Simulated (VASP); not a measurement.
# Zr (Im-3m) in VASP: further runs

The runs below take Zr through single point, relaxation of cell and atoms, with PBEsol.

All numbers are computed with VASP 6.6.1; they aren't measurements. Logs are shortened: lines on timing, memory, paths and dates and some standing lists are left out, and cuts for length are marked.

## Step 1: The cell of the first run

Symmetry: Im-3m, No. 229, cubic system. The conventional cell has a = 3.513 Å, b = 3.513 Å, c = 3.513 Å, α = 90.00°, β = 90.00°, γ = 90.00°. Within 4.0 Å of Zr (site symmetry m-3m) lie 14 Zr at 3.04 to 3.51 Å.

## Step 2: Single point, PBEsol

INCAR reads:

```
ALGO = Fast
EDIFF = 1E-7
ENCUT = 520
GGA = PS
ISIF = 2
ISMEAR = 0
LASPH = T
LCHARG = F
LREAL = F
LWAVE = F
NBANDS = 12
NELM = 60
PREC = Accurate
SIGMA = 0.1
```

KPOINTS reads:

```
k-points
0
Gamma
  6 6 6
```

POSCAR reads:

```
Zr
1.0
   -1.7567270699      1.7567270699      1.7567270699
    1.7567270699     -1.7567270699      1.7567270699
    1.7567270699      1.7567270699     -1.7567270699
Zr
1
Direct
    0.0000000000      0.0000000000      0.0000000000
```

Potentials or basis: VASP PAW PBE potentials, release 64 (Zr_sv).

Started as:

```bash
$ cat potpaw_PBE.64/Zr_sv/POTCAR > POTCAR
$ mpirun -np 1 vasp_std > vasp.out
```

OUTCAR:

```text
EDIFF = 1E-7
   ENCUT = 520
   GGA = PS
   ISIF = 2
   ISMEAR = 0
   LASPH = T
   LREAL = F
   NELM = 60
   PREC = Accurate

 ion  position               nearest neighbor table
   1  0.000  0.000  0.000-

  LATTYP: Found a body centered cubic cell.
 ALAT       =     3.5134541398

  Lattice vectors:

 A1 = (  -1.7567270699,   1.7567270699,   1.7567270699)
 A2 = (   1.7567270699,  -1.7567270699,   1.7567270699)
 A3 = (   1.7567270699,   1.7567270699,  -1.7567270699)

Analysis of symmetry for initial positions (statically):
=====================================================================
 Subroutine PRICEL returns:
 Original cell was already a primitive cell.

 Routine SETGRP: Setting up the symmetry group for a
 body centered cubic supercell.

 Subroutine GETGRP returns: Found 48 space group operations
 (whereof 48 operations were pure point group operations)
 out of a pool of 48 trial point group operations.

The static configuration has the point symmetry O_h .

Analysis of symmetry for dynamics (positions and initial velocities):
=====================================================================
 Subroutine PRICEL returns:
 Original cell was already a primitive cell.

 Routine SETGRP: Setting up the symmetry group for a
 body centered cubic supercell.

 Subroutine GETGRP returns: Found 48 space group operations
 (whereof 48 operations were pure point group operations)
 out of a pool of 48 trial point group operations.

The dynamic configuration has the point symmetry O_h .

 Subroutine INISYM returns: Found 48 space group operations
 (whereof 48 operations are pure point group operations),
 and found     1 'primitive' translations

----------------------------------------------------------------------------------------

                                     Primitive cell

  volume of cell :      21.6857

  direct lattice vectors                    reciprocal lattice vectors
    -1.756727070  1.756727070  1.756727070     0.000000000  0.284620194  0.284620194
     1.756727070 -1.756727070  1.756727070     0.284620194  0.000000000  0.284620194
     1.756727070  1.756727070 -1.756727070     0.284620194  0.284620194  0.000000000

  length of vectors
     3.042740540  3.042740540  3.042740540     0.402513739  0.402513739  0.402513739

  position of ions in fractional coordinates (direct lattice)
     0.000000000  0.000000000  0.000000000

  ion indices of the primitive-cell ions
   primitive index   ion index
                 1           1

----------------------------------------------------------------------------------------

 KPOINTS: k-points

Automatic generation of k-mesh.
 Grid dimensions read from file:
 generate k-points for:    6    6    6

 Generating k-lattice:

  Cartesian coordinates                     Fractional coordinates (reciprocal lattice)
     0.000000000  0.047436699  0.047436699     0.166666667  0.000000000  0.000000000
     0.047436699  0.000000000  0.047436699     0.000000000  0.166666667  0.000000000
     0.047436699  0.047436699  0.000000000     0.000000000  0.000000000  0.166666667

  Length of vectors
     0.067085623  0.067085623  0.067085623

  Shift w.r.t. Gamma in fractional coordinates (k-lattice)
     0.000000000  0.000000000  0.000000000

 Subroutine IBZKPT returns following result:
 ===========================================

 Found     16 irreducible k-points:

 Following reciprocal coordinates:
            Coordinates               Weight
  0.000000  0.000000  0.000000      1.000000
  0.166667  0.000000  0.000000     12.000000
  0.333333  0.000000  0.000000     12.000000
  0.500000  0.000000  0.000000      6.000000
  0.166667  0.166667  0.000000     24.000000
  0.333333  0.166667  0.000000     48.000000
[... 8 lines left out ...]
  0.500000  0.500000  0.333333     12.000000
  0.500000  0.500000  0.500000      1.000000
   k-points           NKPTS =     16   k-points in BZ     NKDIM =     16   number of bands    NBANDS=     12
   number of dos      NEDOS =    301   number of ions     NIONS =      1
   total plane-waves  NPLWV =  13824
   dimension x,y,z NGX =    24 NGY =   24 NGZ =   24
   dimension x,y,z NGXF=    48 NGYF=   48 NGZF=   48
   ions per type =               1
   NGX,Y,Z   is equivalent  to a cutoff of  13.11, 13.11, 13.11 a.u.
   NGXF,Y,Z  is equivalent  to a cutoff of  26.23, 26.23, 26.23 a.u.
 SYSTEM =  unknown system
   PREC   = accura    normal or accurate (medium, high low for compatibility)
   ISTART =      0    job   : 0-new  1-cont  2-samecut
   ICHARG =      2    charge: 1-file 2-atom 10-const
   ISPIN  =      1    spin polarized calculation?
   LNONCOLLINEAR =      F non collinear calculations
   LSORBIT =      F    spin-orbit coupling
   LASPH  =      T    aspherical Exc in radial PAW
   ENCUT  =  520.0 eV  38.22 Ry    6.18 a.u.   5.66  5.66  5.66*2*pi/ulx,y,z
   NELM   =     60;   NELMIN=  2; NELMDL= -5     # of ELM steps
   EDIFF  = 0.1E-06   stopping-criterion for ELM
   LREAL  =      F    real-space projection
   EDIFFG = 0.1E-05   stopping-criterion for IOM
   NSW    =      0    number of steps for IOM
   IBRION =     -1    ionic relax: 0-MD 1-quasi-New 2-CG
   NFREE  =      0    steps in history (QN), initial steepest desc. (CG)
   ISIF   =      2    stress and relaxation
   ISYM   =      2    0-nonsym 1-usesym 2-fastsym
   POTIM  = 0.5000    time-step for ionic-motion
   TEBEG  =    0.0;   TEEND  =   0.0 temperature during run
   PSTRESS=    0.0 pullay stress
   NELECT =      12.0000    total number of electrons
   NUPDOWN=      -1.0000    fix difference up-down
   EMIN   =  10.00;   EMAX   =-10.00  energy-range for DOS
   EFERMI =   0.00;   METHOD = LEGACY
   ISMEAR =     0;   SIGMA  =   0.10  broadening in eV -4-tet -1-fermi 0-gaus
   EFERMI_NEDOS =   21; number of points for ismear=-14 and -15
   IALGO  =     68    algorithm
   IMIX   =      4    mixing-type and parameters
     AMIX     =   0.40;   BMIX     =  1.00
     AMIX_MAG =   1.60;   BMIX_MAG =  1.00
  volume/ion in A,a.u.               =      21.69       146.34
  Fermi-wavevector in a.u.,A,eV,Ry     =   1.344036  2.539860 24.578016  1.806433
  Thomas-Fermi vector in A             =   2.472062
   LORBIT       =      0    0 simple, 1 ext, 2 COOP (PROOUT), +10 PAW based schemes
   GGA     = PS    functional components
   LHFCALC =     F    Hartree Fock is set to
   AEXX    =    0.0000 exact exchange contribution
   IVDW    =     0    specifies the selected vdW correction
   LEPSILON=     F    determine dielectric tensor
   LRPA    =     F    only Hartree local field effects (RPA)
 non-spin polarized calculation
 RMM-DIIS sequential band-by-band and
 Gauss-broadening in eV      SIGMA  =   0.10
  energy-cutoff  :      520.00
  volume of cell :       21.69
 maximum number of plane-waves:       603
 NGX is ok and might be reduce to    24
   NGX = 11   NGY = 11   NGZ = 11

 number of electron      12.0000000 magnetization

 Free energy of the ion-electron system (eV)
  ---------------------------------------------------
  ext. energy  EPLUGINS =         0.00000000
  ---------------------------------------------------
  free energy    TOTEN  =        -9.01832973 eV

  energy without entropy =       -9.00994538  energy(sigma->0) =       -9.01413755

 E-fermi :   9.3990     XC(G=0): -11.5264

 val. band max:        9.3598573380   @ k =   0.5000   0.5000   0.1667
 cond. band min:       9.4407841838   @ k =   0.1667   0.1667   0.0000
 fundamental gap:      0.0809268458
 Fermi energy:         9.3989794797

 k-point     1 :       0.0000    0.0000    0.0000
  band No.  band energies     occupation
      1     -38.8845      2.00000
      2     -16.3026      2.00000
      3     -16.3026      2.00000
      4     -16.3026      2.00000
      5       3.8940      2.00000
      6      10.5249      0.00000
      7      10.5249      0.00000
      8      10.5249      0.00000
      9      13.2111      0.00000
     10      13.2111      0.00000
     11      22.0073      0.00000
     12      22.0073      0.00000

 k-point     2 :       0.1667    0.0000    0.0000
  band No.  band energies     occupation
      1     -38.8342      2.00000
      2     -16.6267      2.00000
      3     -16.4007      2.00000
      4     -16.3055      2.00000
      5       4.8448      2.00000
      6       9.9237      0.00000
      7      10.1816      0.00000
      8      11.5086      0.00000
      9      12.6374      0.00000
     10      13.2312      0.00000
     11      22.6266      0.00000
     12      23.7549      0.00000

 k-point     3 :       0.3333    0.0000    0.0000
  band No.  band energies     occupation
      1     -38.7319      2.00000
      2     -17.2338      2.00000
      3     -16.5912      2.00000
      4     -16.3117      2.00000
      5       6.3182      2.00000
      6       8.9703      2.00000
      7       9.9692      0.00000
      8      13.0434      0.00000
      9      13.5703      0.00000
     10      14.1130      0.00000
     11      21.1120      0.00000
     12      22.5293      0.00000
[... 166 lines left out ...]
 k-point    15 :       0.5000    0.5000    0.3333
  band No.  band energies     occupation
      1     -38.5731      2.00000
      2     -17.2316      2.00000
      3     -17.0233      2.00000
      4     -16.9370      2.00000
      5       7.0794      2.00000
      6       7.3098      2.00000
      7      12.3955      0.00000
      8      12.5664      0.00000
      9      15.6848      0.00000
     10      17.1659      0.00000
     11      19.0863      0.00000
     12      20.2729      0.00000

 k-point    16 :       0.5000    0.5000    0.5000
  band No.  band energies     occupation
      1     -38.5370      2.00000
      2     -17.1313      2.00000
      3     -17.1313      2.00000
      4     -17.1313      2.00000
      5       6.5392      2.00000
      6       6.5392      2.00000
      7      15.5079      0.00000
      8      15.5079      0.00000
      9      15.5079      0.00000
     10      17.3157      0.00000
     11      17.3157      0.00000
     12      17.3157      0.00000

------------------------ aborting loop because EDIFF is reached ----------------------------------------

  FORCE on cell =-STRESS in cart. coord.  units (eV):
  Direction    XX          YY          ZZ          XY          YZ          ZX
  --------------------------------------------------------------------------------------
  -------------------------------------------------------------------------------------
  Total        0.0079867      0.0079867      0.0079867     -0.0000000      0.0000000      0.0000000
  in kB        0.5900704      0.5900704      0.5900704     -0.0000000      0.0000000      0.0000000
  external PRESSURE =       0.5900704 kB  Pullay stress =       0.0000000 kB

 VOLUME and BASIS-vectors are now :
 -----------------------------------------------------------------------------
  energy-cutoff  :      520.00
  volume of cell :       21.69
      direct lattice vectors                 reciprocal lattice vectors
    -1.756727070  1.756727070  1.756727070     0.000000000  0.284620194  0.284620194
     1.756727070 -1.756727070  1.756727070     0.284620194  0.000000000  0.284620194
     1.756727070  1.756727070 -1.756727070     0.284620194  0.284620194  0.000000000

 POSITION                                       TOTAL-FORCE (eV/Angst)
 -----------------------------------------------------------------------------------
      0.00000      0.00000      0.00000        -0.000000     -0.000000     -0.000000
 -----------------------------------------------------------------------------------
    total drift:                                0.000000      0.000000      0.000000

  FREE ENERGIE OF THE ION-ELECTRON SYSTEM (eV)
  ---------------------------------------------------
  free  energy   TOTEN  =        -9.0183297295 eV

  energy  without entropy=       -9.0099453774  energy(sigma->0) =       -9.01413755
```

It took 11 s on 1 thread of Intel Xeon 6975P-C, shared host; peak memory 0.13 GiB.

What came out:

| Property | Result |
| --- | --- |
| Free energy | -9.0183 eV |
| Pressure | 0.1 GPa |
| Band gap on the k mesh | zero (band 6 reaches 10.52 eV, above the bottom of band 7 at 8.63 eV) |

Caveat: the k points lie up to 0.42 Å⁻¹ apart; the PAW data sets were made with another functional, which shifts forces and pressure a little.

## Step 3: Relaxation of cell and atoms, PBEsol

This run uses another cell than the first one, of 22.01 Å³/atom, 1.015 times its volume.

INCAR reads:

```
ALGO = Normal
EDIFF = 1E-6
EDIFFG = -0.04
ENCUT = 600
GGA = PS
IBRION = 2
ISIF = 3
ISMEAR = 0
LASPH = True
LCHARG = False
LREAL = False
LWAVE = False
NELM = 80
NSW = 90
PREC = Accurate
SIGMA = 0.1
```

KPOINTS is that of step 2.

POSCAR reads:

```
Zr
1.0
   -1.7653473798      1.7653473798      1.7653473798
    1.7653473798     -1.7653473798      1.7653473798
    1.7653473798      1.7653473798     -1.7653473798
Zr
1
Direct
    0.0000000000      0.0000000000      0.0000000000
```

Potentials or basis: VASP PAW PBE potentials, release 64 (Zr_sv).

Started as:

```bash
$ cat potpaw_PBE.64/Zr_sv/POTCAR > POTCAR
$ mpirun -np 1 vasp_std > vasp.out
```

Run time: 14 s. Hardware: 1 thread of Intel Xeon 6975P-C, shared host; peak memory 0.14 GiB.

The run converged. Its results:

| Quantity | Value |
| --- | --- |
| Free energy | -9.0186 eV |
| Relaxed volume | 21.70 Å³/atom |
| Relaxed cell | a = 3.043 Å, b = 3.043 Å, c = 3.043 Å, α = 109.47°, β = 109.47°, γ = 109.47° |
| Space group after relaxing (to 0.05 Å) | Im-3m (No. 229) |
| Energy gained by relaxing | 1.3 meV/atom |
| Ionic steps | 3 |
| Pressure after relaxing | 0.0 GPa |
| Band gap on the k mesh | zero (band 6 reaches 10.52 eV, above the bottom of band 7 at 8.62 eV) |

The path:
| step | energy change (eV) | largest force (eV/Å) | pressure (GPa) | volume (Å³) |
| --- | --- | --- | --- | --- |
| 1 | 0.0000 | 0.0000 | -1.38 | 22.01 |
| 2 | -0.0001 | 0.0000 | 1.41 | 21.41 |
| 3 | -0.0013 | 0.0000 | 0.01 | 21.70 |

Final structure:
```
CELL_PARAMETERS angstrom
-1.75711 1.75711 1.75711
1.75711 -1.75711 1.75711
1.75711 1.75711 -1.75711
ATOMIC_POSITIONS crystal
Zr 0.00000 0.00000 0.00000
```

Levels at points of the mesh, in eV from the Fermi level:
```tsv
k point	band 4	band 5	band 6	band 7	band 8	band 9
(0.00, 0.00, 0.00)	-25.70	-5.50	1.13	1.13	1.13	3.81
(0.50, 0.00, 0.00)	-25.72	-3.01	-0.82	1.90	3.83	4.56
(0.50, 0.50, 0.50)	-26.53	-2.86	-2.86	6.10	6.10	6.10
```

Caveat: the k points lie up to 0.42 Å⁻¹ apart in the final cell; the PAW data sets were made with another functional, which shifts forces and pressure a little.

## Step 4: Single point, PBEsol

This run uses another cell than the first one, of 21.78 Å³/atom, 1.004 times its volume.

INCAR reads:

```
SYSTEM = Zr
PREC     = Accurate       ! precision mode
ENCUT    = 520            ! plane-wave cutoff, eV
EDIFF    = 1E-7           ! SCF threshold, eV
ISMEAR   = 0              ! smearing method
SIGMA    = 0.1            ! smearing width, eV
LREAL    = .FALSE.        ! projectors in reciprocal space
LASPH    = .TRUE.         ! aspherical terms in the spheres
NELM     = 100            ! most SCF steps
ALGO     = Fast           ! electronic algorithm
ISIF     = 2              ! what is computed and relaxed
LWAVE    = .FALSE.        ! write WAVECAR
LCHARG   = .TRUE.         ! write CHGCAR
GGA      = PS             ! functional
LELF     = .TRUE.         ! ELF
LVHAR    = .TRUE.       
NBANDS   = 12             ! bands
```

KPOINTS reads:

```
regular mesh
0
G
  22 22 22
  0 0 0
```

POSCAR reads:

```
Zr
1.0
   -1.7593422493      1.7593422493      1.7593422493
    1.7593422493     -1.7593422493      1.7593422493
    1.7593422493      1.7593422493     -1.7593422493
Zr
1
Direct
    0.0000000000      0.0000000000      0.0000000000
```

Started as:

```bash
$ cat potpaw_PBE.64/Zr_sv/POTCAR > POTCAR
$ mpirun -np 1 vasp_std > vasp.out
```

Run time: 3.2 min. Hardware: 1 thread of Intel Xeon 6975P-C, shared host; peak memory 0.2 GiB.

Results (log left out):

| Property | Result |
| --- | --- |
| Free energy | -9.0193 eV |
| Pressure | 0.1 GPa |
| Band gap on the k mesh | zero (band 6 reaches 10.48 eV, above the bottom of band 7 at 8.54 eV) |

Levels at points of the mesh, in eV from the Fermi level:
| k point | band 4 | band 5 | band 6 | band 7 | band 8 | band 9 |
| --- | --- | --- | --- | --- | --- | --- |
| (0.00, 0.00, 0.00) | -25.68 | -5.48 | 1.15 | 1.15 | 1.15 | 3.82 |
| (0.50, 0.00, 0.00) | -25.70 | -2.98 | -0.79 | 1.90 | 3.85 | 4.57 |
| (0.50, 0.50, 0.50) | -26.50 | -2.82 | -2.82 | 6.11 | 6.11 | 6.11 |

Caveat: the PAW data sets were made with another functional, which shifts forces and pressure a little.

## Step 5: Relaxation of cell and atoms, PBEsol

INCAR reads:

```
SYSTEM = Zr
ALGO = Normal ; EDIFF = 1E-6
EDIFFG = -0.01 ; ENCUT = 600
GGA = PS ; IBRION = 2
ISIF = 3 ; ISMEAR = 0
LASPH = .TRUE. ; LCHARG = .FALSE.
LREAL = .FALSE. ; LWAVE = .FALSE.
NELM = 60 ; NSW = 100
PREC = Accurate ; SIGMA = 0.1
```

KPOINTS reads:

```
k-points
0
G
  22 22 22
  0 0 0
```

POSCAR reads:

```
Zr
1.0
   -1.7567270699      1.7567270699      1.7567270699
    1.7567270699     -1.7567270699      1.7567270699
    1.7567270699      1.7567270699     -1.7567270699
Zr
1
Direct
    0.0000000000      0.0000000000      0.0000000000
```

Started as:

```bash
$ cat potpaw_PBE.64/Zr_sv/POTCAR > POTCAR
$ mpirun -np 1 vasp_std > vasp.out
```

It took 2.8 min on 1 thread of Intel Xeon 6975P-C, shared host; peak memory 0.22 GiB.

The run converged. Its results:

- Free energy: -9.0194 eV
- Relaxed volume: 21.80 Å³/atom
- Relaxed cell: a = 3.048 Å, b = 3.048 Å, c = 3.048 Å, α = 109.47°, β = 109.47°, γ = 109.47°
- Space group after relaxing (to 0.05 Å): Im-3m (No. 229)
- Energy gained by relaxing: 0.2 meV/atom
- Ionic steps: 3
- Pressure after relaxing: 0.0 GPa
- Band gap on the k mesh: zero (band 6 reaches 10.47 eV, above the bottom of band 7 at 8.53 eV)

Step by step:
```tsv
step	energy change (eV)	largest force (eV/Å)	pressure (GPa)	volume (Å³)
1	0.0000	0.0000	0.50	21.69
2	-0.0001	0.0000	-0.39	21.90
3	-0.0002	0.0000	0.00	21.80
```

Final structure:
```
CELL_PARAMETERS angstrom
-1.75988 1.75988 1.75988
1.75988 -1.75988 1.75988
1.75988 1.75988 -1.75988
ATOMIC_POSITIONS crystal
Zr 0.00000 0.00000 0.00000
```

Levels at points of the mesh, in eV from the Fermi level:
```tsv
k point	band 2	band 3	band 4	band 5	band 6	band 7	band 8	band 9	band 10
(0.00, 0.00, 0.00)	-25.69	-25.69	-25.69	-5.48	1.15	1.15	1.15	3.82	3.82
(0.50, 0.00, 0.00)	-26.89	-26.06	-25.70	-2.98	-0.79	1.90	3.84	4.57	6.85
(0.50, 0.50, 0.50)	-26.50	-26.50	-26.50	-2.81	-2.81	6.10	6.10	6.10	7.89
```

Caveat: the PAW data sets were made with another functional, which shifts forces and pressure a little.

## Step 6: Overview

```csv
task,cell,k mesh,cutoff (eV),gap on the mesh (eV),pressure (GPa),relaxed volume (Å³/atom)
single point,"a = 3.043 Å, angles 109.5°, 1 atom",6 × 6 × 6,520,none,0.1,-
relaxation of cell and atoms,"relaxed from a = 3.058 Å, angles 109.5°, 1 atom",6 × 6 × 6,600,none,0.0,21.70
single point,"a = 3.047 Å, angles 109.5°, 1 atom",22 × 22 × 22,520,none,0.1,-
relaxation of cell and atoms,"relaxed from a = 3.043 Å, angles 109.5°, 1 atom",22 × 22 × 22,600,none,0.0,21.80
```

Alike in all rows: level PBEsol; potentials or basis VASP PAW PBE potentials, release 64 (Zr_sv); no spin polarisation; smearing gaussian 0.1 eV.

Caveats: some runs use coarse meshes; the PAW data sets were made with another functional, which shifts forces and pressure a little.

Total energies depend on the potentials used, so only differences within one code and one set of settings carry meaning.
